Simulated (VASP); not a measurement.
Wanted: the native input for a VASP 6.6.1 run.

- Task: single point
- Functional: RPBE
- Potentials or basis: VASP PAW PBE potentials, release 64 (W_sv, S)
- Cutoff: 520 eV
- k mesh: 10 × 10 × 3
- Occupations: fermi-dirac, width 0.05 eV
- Spin: no spin polarisation
- Dipole correction: no
- Further INCAR settings: ALGO = Normal; EDIFF = 1e-07; NBANDS = 35

The structure of WS2 (Tungstenite) lies in POSCAR:

```
WS2
1.0
    3.1800000000      0.0000000000      0.0000000000
   -1.5900000000      2.7539607840      0.0000000000
    0.0000000000      0.0000000000     12.5000000000
W S
2 4
Direct
    0.6666666667      0.3333333333      0.7500000000
    0.3333333333      0.6666666667      0.2500000000
    0.6666666667      0.3333333333      0.3750000000
    0.3333333333      0.6666666667      0.8750000000
    0.6666666667      0.3333333333      0.1250000000
    0.3333333333      0.6666666667      0.6250000000
```

The input as run:

INCAR

```
PREC     = Accurate       # precision mode
ENCUT    = 520            # plane-wave cutoff, eV
EDIFF    = 1E-7           # SCF threshold, eV
ISMEAR   = -1             # smearing method
SIGMA    = 0.05           # smearing width, eV
LREAL    = False          # projectors in reciprocal space
LASPH    = True           # aspherical terms in the spheres
NELM     = 60             # most SCF steps
ALGO     = Normal         # electronic algorithm
ISIF     = 2              # what is computed and relaxed
LWAVE    = False          # write WAVECAR
LCHARG   = False          # write CHGCAR
GGA      = RP             # functional
NBANDS   = 35             # bands
```

KPOINTS

```
Automatic mesh
0
Gamma
  10 10 3
```

Potentials or basis: VASP PAW PBE potentials, release 64 (W_sv, S).

Command:

```sh
$ cat potpaw_PBE.64/W_sv/POTCAR potpaw_PBE.64/S/POTCAR > POTCAR
$ mpirun -np 1 vasp_std > vasp.out
```

It gave:

```yaml
Pressure: 4.8 GPa
Largest_force: 0.202 eV/Å
Band_gap_on_the_k_mesh: 1.19 eV, indirect (least direct gap 2.09 eV)
```

Caveat: the PAW data sets were made with another functional, which shifts forces and pressure a little; spin-orbit coupling is left out, which moves the levels of the heavy elements; this functional lacks dispersion, which binds the layers, so the pressure and a relaxed spacing across them are unreliable.

Wall time 54 s on 1 thread of Intel(R) Xeon(R) 6975P-C (Granite Rapids), with other jobs on the host, peak memory 0.26 GiB.
